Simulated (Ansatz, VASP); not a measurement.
Given: the input of a run of VASP 6.6.1 on Ge.

File POSCAR:

```
Ge
1.0
    1.4880529250     -2.5946896100      0.0000000000
    1.4880529250      2.5946896100      0.0000000000
    0.0000000000      0.0000000000      4.7275957900
Ge
2
Direct
    0.3334466300      0.6665533700      0.2500000000
    0.6665533700      0.3334466300      0.7500000000
```

INCAR.step1

```
SYSTEM = Ge
PREC     = Accurate       ! precision mode
ENCUT    = 520            ! plane-wave cutoff, eV
EDIFF    = 1E-5           ! SCF threshold, eV
ISMEAR   = -1             ! smearing method
SIGMA    = 0.05           ! smearing width, eV
LREAL    = .FALSE.        ! projectors in reciprocal space
LASPH    = .TRUE.         ! aspherical terms in the spheres
NELM     = 60             ! most SCF steps
ALGO     = Normal         ! electronic algorithm
ISIF     = 2              ! what is computed and relaxed
LWAVE    = .TRUE.         ! write WAVECAR
NBANDS   = 21             ! bands
GGA      = PE             ! functional
```

Contents of INCAR.step2:

```
SYSTEM = Ge
PREC     = Accurate       ! precision mode
ENCUT    = 520            ! plane-wave cutoff, eV
EDIFF    = 1E-6           ! SCF threshold, eV
ISMEAR   = -1             ! smearing method
SIGMA    = 0.05           ! smearing width, eV
LREAL    = .FALSE.        ! projectors in reciprocal space
LASPH    = .TRUE.         ! aspherical terms in the spheres
NELM     = 60             ! most SCF steps
ALGO     = Normal         ! electronic algorithm
ISIF     = 2              ! what is computed and relaxed
LWAVE    = .FALSE.        ! write WAVECAR
LCHARG   = .TRUE.         ! write CHGCAR
GGA      = B3             ! functional
LHFCALC  = .TRUE.         ! exact exchange
AEXX     = 0.2            ! exact-exchange fraction
AGGAX    = 0.72         
AGGAC    = 0.81         
ALDAC    = 0.19         
PRECFOCK = Normal       
LELF     = .TRUE.         ! ELF
LVHAR    = .TRUE.       
NBANDS   = 21             ! bands
ISTART   = 1
```

KPOINTS

```
regular mesh
0
G
  5 5 3
  0 0 0
```

Potentials or basis: VASP PAW PBE potentials, release 64 (Ge_d).

Launch:

```bash
$ cat potpaw_PBE.64/Ge_d/POTCAR > POTCAR
$ cp INCAR.step1 INCAR
$ mpirun -np 1 vasp_std > vasp.out
$ cp INCAR.step2 INCAR
$ mpirun -np 1 vasp_std > vasp.out
```

**Question.** Set up the same calculation for Ansatz 0.2.0. Potentials there: Ansatz PAW.

**Answer.** As run (the cutoff follows the program's own potentials):

Contents of input:

```
crystal:
  lattice:
    - [1.488052925, -2.59468961, 0.0]
    - [1.488052925, 2.59468961, 0.0]
    - [0.0, 0.0, 4.72759579]
  atoms:
    - { symbol: Ge, position: [0.33344663, 0.66655337, 0.25] }
    - { symbol: Ge, position: [0.66655337, 0.33344663, 0.75] }
hamiltonian:
  xc: b3lyp
  pseudopotentials: { kind: paw }
kpoints:
  mp_grid: { grid: [5, 5, 3] }
scf:
  occupations: { method: fermi_dirac, width: 0.05 }
output:
  forces: true
  stress: true
  eigenvalues: true
```

Both were run:

|  | VASP | Ansatz | Ansatz less VASP |
| --- | --- | --- | --- |
| gap on the k mesh at the Fermi level (eV) | none | none | - |
| pressure (GPa) | 8.6 | 9.7 | +1.08 |
| traceless stress, the component that is largest in VASP (GPa) | 5.75 | 4.14 | -1.606 |
| rms of the force components (eV/Å) | 0.046 | 0.047 | +0.0015 |

VASP's potentials were made for PBE, not for B3LYP. Atom by atom the forces differ by 0.093 eV/Å (rms over components). A gap of «none» marks a metal or a gap that the smearing closes.

The k mesh is coarse, so the values compare programs but aren't converged.
